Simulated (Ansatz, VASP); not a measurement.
TiO2 in VASP and in Ansatz

Contents of INCAR:

```
PREC = Accurate
ENCUT = 520
EDIFF = 1E-6
ISMEAR = -1
SIGMA = 0.05
LREAL = F
LASPH = T
NELM = 100
ALGO = Normal
ISIF = 2
LWAVE = F
LCHARG = F
GGA = PS
NBANDS = 19
```

The input KPOINTS:

```
Automatic mesh
0
Gamma
  10 10 10
```

File POSCAR:

```
TiO2
1.0
    1.4667648451      0.8468370781      6.8390239066
   -1.4667648451      0.8468370781      6.8390239066
    0.0000000000     -1.6936741564      6.8390239066
Ti O
1 2
Direct
    0.0000000000      0.0000000000      0.0000000000
    0.3795330000      0.3795330000      0.3795330000
    0.6204670000      0.6204670000      0.6204670000
```

The input input.yaml:

```yaml
crystal:
  lattice:
    - [1.4667648451, 0.8468370781, 6.8390239066]
    - [-1.4667648451, 0.8468370781, 6.8390239066]
    - [0.0, -1.6936741564, 6.8390239066]
  atoms:
    - { symbol: Ti, position: [0.0, 0.0, 0.0] }
    - { symbol: O, position: [0.379533, 0.379533, 0.379533] }
    - { symbol: O, position: [0.620467, 0.620467, 0.620467] }
hamiltonian:
  xc: pbesol
  pseudopotentials: { kind: paw }
kpoints:
  mp_grid: { grid: [10, 10, 10] }
scf:
  occupations: { method: fermi_dirac, width: 0.05 }
output:
  forces: true
  stress: true
  eigenvalues: true
```

Alike in both runs: task single point; functional PBEsol; k mesh 10 × 10 × 10; occupations fermi-dirac, width 0.05 eV; no spin polarisation.

```csv
,VASP,Ansatz
version,VASP 6.6.1,Ansatz 0.2.0
potentials or method,"VASP PAW PBE potentials, release 64 (Ti_sv, O)",Ansatz PAW
plane-wave cutoff (eV),520,420
valence electrons in the cell,24,24
```

|  | VASP | Ansatz | Ansatz less VASP |
| --- | --- | --- | --- |
| gap on the k mesh at the Fermi level (eV) | 2.84 | 2.86 | +0.028 |
| least direct gap on the mesh (eV) | 3.00 | 3.02 | +0.023 |
| pressure (GPa) | 4.6 | 4.0 | -0.51 |
| traceless stress, the component that is largest in VASP (GPa) | -1.39 | -1.13 | +0.266 |
| rms of the force components (eV/Å) | 0.263 | 0.233 | -0.0301 |

VASP's potentials were made for PBE, not for PBEsol. Atom by atom the forces differ by 0.030 eV/Å (rms over components).
